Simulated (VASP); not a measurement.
# B (P3_121) in VASP: further runs

B is run at these levels: PBEsol; tasks: single point, relaxation of cell and atoms.

Program: VASP 6.6.1. These are calculated values, not measurements. Logs are shortened: lines on timing, memory, paths and dates and some standing lists are left out, and cuts for length are marked.

## (1) The cell of the first run

The structure is trigonal, space group P3_121 (No. 152). The conventional cell has a = 2.791 Å, b = 2.791 Å, c = 3.167 Å, α = 90.00°, β = 90.00°, γ = 120.00°. B (site symmetry 2) has 2 B at 1.52 Å within 2.0 Å.

## (2) Single point, PBEsol

File INCAR:

```
  PREC = Accurate
  ENCUT = 520
  EDIFF = 1E-6
  ISMEAR = 0
  SIGMA = 0.1
  LREAL = F
  LASPH = T
  NELM = 100
  ALGO = Normal
  ISIF = 2
  LWAVE = F
  LCHARG = T
  GGA = PS
  LELF = T
  LVHAR = T
  NBANDS = 12
```

File KPOINTS:

```
regular mesh
0
Gamma
  9 9 6
```

File POSCAR:

```
B
1.0
    2.7912484570      0.0000000000      0.0000000000
   -1.3956242285      2.4172920720      0.0000000000
    0.0000000000      0.0000000000      3.1667648111
B
3
Direct
    0.2254000000      0.0000000000      0.3333333333
    0.0000000000      0.2254000000      0.6666666667
    0.7746000000      0.7746000000      0.0000000000
```

Potentials or basis: VASP PAW PBE potentials, release 64 (B).

The run is started by

```
$ cat potpaw_PBE.64/B/POTCAR > POTCAR
$ mpirun -np 1 vasp_std > vasp.out
```

OUTCAR:

```text
PREC = Accurate
   ENCUT = 520
   EDIFF = 1E-6
   ISMEAR = 0
   LREAL = F
   LASPH = T
   NELM = 100
   ISIF = 2
   GGA = PS

 ion  position               nearest neighbor table
   1  0.225  0.000  0.333-   3 1.52   2 1.52
   2  0.000  0.225  0.667-   3 1.52   1 1.52
   3  0.775  0.775  0.000-   2 1.52   1 1.52

  LATTYP: Found a hexagonal cell.
 ALAT       =     2.7912484570
 C/A-ratio  =     1.1345334749

  Lattice vectors:

 A1 = (   2.7912484570,   0.0000000000,   0.0000000000)
 A2 = (  -1.3956242285,   2.4172920720,   0.0000000000)
 A3 = (   0.0000000000,   0.0000000000,   3.1667648111)

Analysis of symmetry for initial positions (statically):
=====================================================================
 Subroutine PRICEL returns:
 Original cell was already a primitive cell.

 Routine SETGRP: Setting up the symmetry group for a
 hexagonal supercell.

 Subroutine GETGRP returns: Found  6 space group operations
 (whereof  2 operations were pure point group operations)
 out of a pool of 24 trial point group operations.

The static configuration has the point symmetry C_2 .
 The point group associated with its full space group is D_3 .

Analysis of symmetry for dynamics (positions and initial velocities):
=====================================================================
 Subroutine PRICEL returns:
 Original cell was already a primitive cell.

 Routine SETGRP: Setting up the symmetry group for a
 hexagonal supercell.

 Subroutine GETGRP returns: Found  6 space group operations
 (whereof  2 operations were pure point group operations)
 out of a pool of 24 trial point group operations.

The dynamic configuration has the point symmetry C_2 .
 The point group associated with its full space group is D_3 .

 Subroutine INISYM returns: Found  6 space group operations
 (whereof  2 operations are pure point group operations),
 and found     1 'primitive' translations

----------------------------------------------------------------------------------------

                                     Primitive cell

  volume of cell :      21.3670

  direct lattice vectors                    reciprocal lattice vectors
     2.791248457  0.000000000  0.000000000     0.358262625  0.206843023  0.000000000
    -1.395624229  2.417292072  0.000000000     0.000000000  0.413686046  0.000000000
     0.000000000  0.000000000  3.166764811     0.000000000  0.000000000  0.315779687

  length of vectors
     2.791248457  2.791248457  3.166764811     0.413686046  0.413686046  0.315779687

  position of ions in fractional coordinates (direct lattice)
     0.225400000  0.000000000  0.333333333
     0.000000000  0.225400000  0.666666667
     0.774600000  0.774600000  0.000000000

  ion indices of the primitive-cell ions
   primitive index   ion index
                 1           1
                 2           2
                 3           3

----------------------------------------------------------------------------------------

 KPOINTS: regular mesh

Automatic generation of k-mesh.
 Grid dimensions read from file:
 generate k-points for:    9    9    6

 Generating k-lattice:

  Cartesian coordinates                     Fractional coordinates (reciprocal lattice)
     0.039806958  0.022982558  0.000000000     0.111111111 -0.000000000  0.000000000
     0.000000000  0.045965116  0.000000000     0.000000000  0.111111111  0.000000000
     0.000000000  0.000000000  0.052629948     0.000000000  0.000000000  0.166666667

  Length of vectors
     0.045965116  0.045965116  0.052629948

  Shift w.r.t. Gamma in fractional coordinates (k-lattice)
     0.000000000  0.000000000  0.000000000

 Subroutine IBZKPT returns following result:
 ===========================================

 Found     62 irreducible k-points:

 Following reciprocal coordinates:
            Coordinates               Weight
  0.000000  0.000000  0.000000      1.000000
  0.111111 -0.000000  0.000000      6.000000
  0.222222 -0.000000  0.000000      6.000000
  0.333333  0.000000  0.000000      6.000000
  0.444444 -0.000000  0.000000      6.000000
  0.111111  0.111111  0.000000      6.000000
[... 16 lines left out ...]
  0.222222  0.111111  0.166667     12.000000
 -0.111111  0.333333  0.166667     12.000000
 [... further k-points ...]
   k-points           NKPTS =     62   k-points in BZ     NKDIM =     62   number of bands    NBANDS=     12
   number of dos      NEDOS =    301   number of ions     NIONS =      3
   total plane-waves  NPLWV =  13824
   dimension x,y,z NGX =    24 NGY =   24 NGZ =   24
   dimension x,y,z NGXF=    48 NGYF=   48 NGZF=   48
   ions per type =               3
   NGX,Y,Z   is equivalent  to a cutoff of  14.29, 14.29, 12.60 a.u.
   NGXF,Y,Z  is equivalent  to a cutoff of  28.59, 28.59, 25.20 a.u.
 SYSTEM =  unknown system
   PREC   = accura    normal or accurate (medium, high low for compatibility)
   ISTART =      0    job   : 0-new  1-cont  2-samecut
   ICHARG =      2    charge: 1-file 2-atom 10-const
   ISPIN  =      1    spin polarized calculation?
   LNONCOLLINEAR =      F non collinear calculations
   LSORBIT =      F    spin-orbit coupling
   LASPH  =      T    aspherical Exc in radial PAW
   ENCUT  =  520.0 eV  38.22 Ry    6.18 a.u.   5.19  5.19  5.89*2*pi/ulx,y,z
   NELM   =    100;   NELMIN=  2; NELMDL= -5     # of ELM steps
   EDIFF  = 0.1E-05   stopping-criterion for ELM
   LREAL  =      F    real-space projection
   EDIFFG = 0.1E-04   stopping-criterion for IOM
   NSW    =      0    number of steps for IOM
   IBRION =     -1    ionic relax: 0-MD 1-quasi-New 2-CG
   NFREE  =      0    steps in history (QN), initial steepest desc. (CG)
   ISIF   =      2    stress and relaxation
   ISYM   =      2    0-nonsym 1-usesym 2-fastsym
   POTIM  = 0.5000    time-step for ionic-motion
   TEBEG  =    0.0;   TEEND  =   0.0 temperature during run
   PSTRESS=    0.0 pullay stress
   NELECT =       9.0000    total number of electrons
   NUPDOWN=      -1.0000    fix difference up-down
   EMIN   =  10.00;   EMAX   =-10.00  energy-range for DOS
   EFERMI =   0.00;   METHOD = LEGACY
   ISMEAR =     0;   SIGMA  =   0.10  broadening in eV -4-tet -1-fermi 0-gaus
   EFERMI_NEDOS =   21; number of points for ismear=-14 and -15
   IALGO  =     38    algorithm
   IMIX   =      4    mixing-type and parameters
     AMIX     =   0.40;   BMIX     =  1.00
     AMIX_MAG =   1.60;   BMIX_MAG =  1.00
  volume/ion in A,a.u.               =       7.12        48.06
  Fermi-wavevector in a.u.,A,eV,Ry     =   1.227179  2.319032 20.489937  1.505968
  Thomas-Fermi vector in A             =   2.362152
   LORBIT       =      0    0 simple, 1 ext, 2 COOP (PROOUT), +10 PAW based schemes
   GGA     = PS    functional components
   LHFCALC =     F    Hartree Fock is set to
   AEXX    =    0.0000 exact exchange contribution
   IVDW    =     0    specifies the selected vdW correction
   LEPSILON=     F    determine dielectric tensor
   LRPA    =     F    only Hartree local field effects (RPA)
 non-spin polarized calculation
 Gauss-broadening in eV      SIGMA  =   0.10
  energy-cutoff  :      520.00
  volume of cell :       21.37
 maximum number of plane-waves:       590
 NGX is ok and might be reduce to    24
   NGX = 11   NGY = 11   NGZ = 11

 number of electron       9.0000000 magnetization

 Free energy of the ion-electron system (eV)
  ---------------------------------------------------
  ext. energy  EPLUGINS =         0.00000000
  ---------------------------------------------------
  free energy    TOTEN  =       -16.28554191 eV

  energy without entropy =      -16.27624094  energy(sigma->0) =      -16.28089143

 E-fermi :   5.8550     XC(G=0): -12.0002

 val. band max:        5.8355877920   @ k =  -0.1111   0.3333   0.1667
 cond. band min:       5.8631193081   @ k =   0.4444  -0.0000   0.3333
 fundamental gap:      0.0275315162
 Fermi energy:         5.8549817560

 k-point     1 :       0.0000    0.0000    0.0000
  band No.  band energies     occupation
      1      -8.9503      2.00000
      2       2.1486      2.00000
      3       2.1486      2.00000
      4       6.5824      0.00000
      5       9.4007      0.00000
      6       9.4007      0.00000
      7      13.2058      0.00000
      8      13.2058      0.00000
      9      13.9575      0.00000
     10      19.6823      0.00000
     11      23.1522      0.00000
     12      23.1522      0.00000

 k-point     2 :       0.1111   -0.0000    0.0000
  band No.  band energies     occupation
      1      -8.7010      2.00000
      2       2.3189      2.00000
      3       2.3346      2.00000
      4       5.2746      2.00000
      5       8.2799      0.00000
      6       9.6988      0.00000
      7      13.0087      0.00000
      8      13.7129      0.00000
      9      14.4842      0.00000
     10      19.8338      0.00000
     11      22.6074      0.00000
     12      23.0573      0.00000

 k-point     3 :       0.2222   -0.0000    0.0000
  band No.  band energies     occupation
      1      -7.9573      2.00000
      2       2.5150      2.00000
      3       2.8352      2.00000
      4       3.0681      2.00000
      5       6.6679      0.00000
      6       9.3120      0.00000
      7      13.2488      0.00000
      8      13.7838      0.00000
      9      14.3970      0.00000
     10      20.7887      0.00000
     11      21.3164      0.00000
     12      23.3769      0.00000

 k-point     4 :       0.3333    0.0000    0.0000
  band No.  band energies     occupation
      1      -6.7386      2.00000
      2      -0.0309      2.00000
      3       3.4685      2.00000
      4       3.5929      2.00000
      5       5.7201      1.94347
      6       8.7256      0.00000
      7      11.3936      0.00000
      8      13.3787      0.00000
      9      15.0867      0.00000
     10      20.2220      0.00000
     11      21.7757      0.00000
     12      24.0664      0.00000

 k-point     5 :       0.4444   -0.0000    0.0000
  band No.  band energies     occupation
      1      -5.1692      2.00000
      2      -2.4247      2.00000
      3       3.9264      2.00000
      4       3.9835      2.00000
      5       5.7092      1.96078
      6       8.3842      0.00000
      7       9.8429      0.00000
      8      12.6853      0.00000
      9      15.3931      0.00000
     10      19.7702      0.00000
     11      22.4758      0.00000
     12      23.4956      0.00000
[... 228 lines left out ...]
      1      -4.8665      2.00000
      2      -2.1423      2.00000
      3       1.9970      2.00000
      4       4.3713      2.00000
      5       5.3492      2.00000
      6       8.4088      0.00000
      7      10.4303      0.00000
      8      13.9692      0.00000
      9      15.0663      0.00000
     10      18.7621      0.00000
     11      23.8820      0.00000
     12      24.4536      0.00000

 k-point    22 :       0.1111    0.1111    0.1667
  band No.  band energies     occupation
      1      -7.8845      2.00000
      2      -0.4062      2.00000
      3       3.8288      2.00000
      4       5.4254      2.00000
      5       6.9441      0.00000
      6      10.3732      0.00000
      7      11.7453      0.00000
      8      13.3259      0.00000
      9      15.9987      0.00000
     10      19.7342      0.00000
     11      21.4429      0.00000
     12      23.3694      0.00000

 k-point    23 :       0.2222    0.1111    0.1667
  band No.  band energies     occupation
      1      -6.9082      2.00000
      2       0.3969      2.00000
      3       1.6471      2.00000
      4       4.4182      2.00000
      5       6.2544      0.00000
      6       9.7502      0.00000
      7      10.8086      0.00000
      8      13.8308      0.00000
      9      16.1605      0.00000
     10      19.7261      0.00000
     11      22.0934      0.00000
     12      23.5036      0.00000

 k-point    24 :      -0.1111    0.3333    0.1667
  band No.  band energies     occupation
      1      -6.9046      2.00000
      2       0.3289      2.00000
      3       1.7328      2.00000
      4       4.5457      2.00000
      5       5.8356      1.21612
      6       9.9123      0.00000
      7      11.5313      0.00000
      8      13.5556      0.00000
      9      15.9938      0.00000
     10      18.7325      0.00000
     11      22.2428      0.00000
     12      24.3376      0.00000

 [... further k-points ...]

------------------------ aborting loop because EDIFF is reached ----------------------------------------

  FORCE on cell =-STRESS in cart. coord.  units (eV):
  Direction    XX          YY          ZZ          XY          YZ          ZX
  --------------------------------------------------------------------------------------
  -------------------------------------------------------------------------------------
  Total        1.7440247      1.7440247     10.0936557      0.0000000      0.0000000      0.0000000
  in kB      130.7735082    130.7735082    756.8601418      0.0000000      0.0000000      0.0000000
  external PRESSURE =     339.4690527 kB  Pullay stress =       0.0000000 kB

 VOLUME and BASIS-vectors are now :
 -----------------------------------------------------------------------------
  energy-cutoff  :      520.00
  volume of cell :       21.37
      direct lattice vectors                 reciprocal lattice vectors
     2.791248457  0.000000000  0.000000000     0.358262625  0.206843023  0.000000000
    -1.395624229  2.417292072  0.000000000     0.000000000  0.413686046  0.000000000
     0.000000000  0.000000000  3.166764811     0.000000000  0.000000000  0.315779687

 POSITION                                       TOTAL-FORCE (eV/Angst)
 -----------------------------------------------------------------------------------
      0.62915      0.00000      1.05559         4.865758      0.000000      0.000000
     -0.31457      0.54486      2.11118        -2.432879      4.213870     -0.000000
      1.08105      1.87243      0.00000        -2.432879     -4.213870     -0.000000
 -----------------------------------------------------------------------------------
    total drift:                                0.000000     -0.000000      0.000000

  FREE ENERGIE OF THE ION-ELECTRON SYSTEM (eV)
  ---------------------------------------------------
  free  energy   TOTEN  =       -16.2855419137 eV

  energy  without entropy=      -16.2762409426  energy(sigma->0) =      -16.28089143
```

Run time: 9 s. Hardware: 1 thread of Intel Xeon Platinum 8375C at 2.90GHz (Ice Lake), shared host; peak memory 0.14 GiB.

What came out:

| Property | Result |
| --- | --- |
| Free energy | -16.2855 eV |
| Pressure | 33.9 GPa |
| Largest force | 4.866 eV/Å |
| Band gap on the k mesh | zero (an odd number of electrons rules out a gap without spin polarisation) |

Forces in eV/Å, atoms in the order of the input:
```
B    4.866  0.000  0.000
B   -2.433  4.214  0.000
B   -2.433 -4.214  0.000
```

Caveat: the cell stands under pressure; the PAW data sets were made with another functional, which shifts forces and pressure a little.

(Part 1 of 2 ends here.)
